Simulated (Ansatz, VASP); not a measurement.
**In: VASP beside Ansatz**

File INCAR:

```
SYSTEM = In
PREC = Accurate
ENCUT = 500
EDIFF = 1E-7
ISMEAR = 0
SIGMA = 0.1
LREAL = .False.
LASPH = .True.
NELM = 120
ALGO = Normal
ISIF = 3
LWAVE = .False.
LCHARG = .False.
GGA = PS
IBRION = 2
NSW = 100
EDIFFG = -0.01
GGA_COMPAT = .False.
NELMIN = 4
```

KPOINTS

```
Automatic mesh
0
Gamma
  12 12 14
  0 0 0
```

The input POSCAR:

```
In
1.0
    5.3153418861      0.0000000000      0.0000000000
   -2.6576709431      4.6032211032      0.0000000000
    0.0000000000      0.0000000000      3.1724943487
In
3
Direct
    0.0000000000      0.0000000000      0.0000000000
    0.3333333333      0.6666666667      0.5000000000
    0.6666666667      0.3333333333      0.5000000000
```

Input for Ansatz:

```yaml
crystal:
  lattice:
    - [5.3153418861, 0.0, 0.0]
    - [-2.6576709431, 4.6032211032, 0.0]
    - [0.0, 0.0, 3.1724943487]
  atoms:
    - { symbol: In, position: [0.0, 0.0, 0.0] }
    - { symbol: In, position: [0.3333333333, 0.6666666667, 0.5] }
    - { symbol: In, position: [0.6666666667, 0.3333333333, 0.5] }
basis:
  ecutwfc: 420
kpoints:
  mp_grid: { grid: [12, 12, 14] }
hamiltonian:
  xc: pbesol
scf:
  occupations: { method: gaussian, width: 0.1 }
output:
  forces: true
  stress: true
  eigenvalues: true
relax:
  adjacent_minimum: "off"
  f_tol: 0.01
  max_steps: 80
  cell: { stress_tol: 0.05 }
```

Alike in both runs: task relaxation of cell and atoms; functional PBEsol; k mesh 12 × 12 × 14; occupations gaussian, width 0.1 eV; no spin polarisation.

```csv
,VASP,Ansatz
version,VASP 6.6.1,Ansatz 0.2.0
potentials or method,"VASP PAW PBE potentials, release 64 (In_d), cutoff 500 eV","scalar-relativistic, plane waves, PAW"
valence electrons in the cell,39,39
```

Ansatz gave:

* gap on the k mesh at the Fermi level, each at its own relaxed structure (eV): none
* relaxed volume (Å³/atom): 25.93
* relaxed cell length with the largest relative difference (Å): 3.175

Estimate VASP's values.

gap on the k mesh at the Fermi level, each at its own relaxed structure (eV): none; relaxed volume (Å³/atom): 25.91; relaxed cell length with the largest relative difference (Å): 3.175.

VASP's potentials were made for PBE, not for PBEsol. A gap of «none» marks a metal or a gap that the smearing closes.
